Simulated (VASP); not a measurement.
Wanted: the native input for a VASP 6.6.1 run.

```yaml
Task: single point
Functional: PBEsol
Potentials_or_basis: VASP PAW PBE potentials, release 64 (Cd, Se)
Cutoff: 500 eV
k_mesh: 6 × 6 × 6
Occupations: gaussian, width 0.01 eV
Spin: no spin polarisation
Dipole_correction: no
Further_INCAR_settings: ALGO = Normal; EDIFF = 1e-06; NBANDS = 16
```

The structure of CdSe lies in POSCAR:

```
CdSe
1.0
    0.0000000000      3.0702712000      3.0702712000
    3.0702712000      0.0000000000      3.0702712000
    3.0702712000      3.0702712000      0.0000000000
Cd Se
1 1
Direct
    0.0000000000      0.0000000000      0.0000000000
    0.7500000000      0.7500000000      0.7500000000
```

These files were run (other wordings do the same):

INCAR

```
SYSTEM = CdSe
PREC = Accurate
ENCUT = 500
EDIFF = 1E-6
ISMEAR = 0
SIGMA = 0.01
LREAL = .False.
LASPH = .True.
NELM = 120
ALGO = Normal
ISIF = 2
LWAVE = .False.
LCHARG = .False.
GGA = PS
NBANDS = 16
GGA_COMPAT = .False.
```

KPOINTS

```
Automatic mesh
0
Gamma
  6 6 6
  0 0 0
```

Potentials or basis: VASP PAW PBE potentials, release 64 (Cd, Se).

Command:

```bash
$ cat potpaw_PBE.64/Cd/POTCAR potpaw_PBE.64/Se/POTCAR > POTCAR
$ mpirun -np 1 vasp_std > vasp.out
```

It gave:

| Item | Value |
| --- | --- |
| Pressure | -1.1 GPa |
| Band gap on the k mesh | 0.42 eV, direct |

Caveat: the PAW data sets were made with another functional, which shifts forces and pressure a little.

It took 7.4 s on 1 thread of Intel(R) Xeon(R) Platinum 8559C (Emerald Rapids) (shared host), peak memory 0.18 GiB.
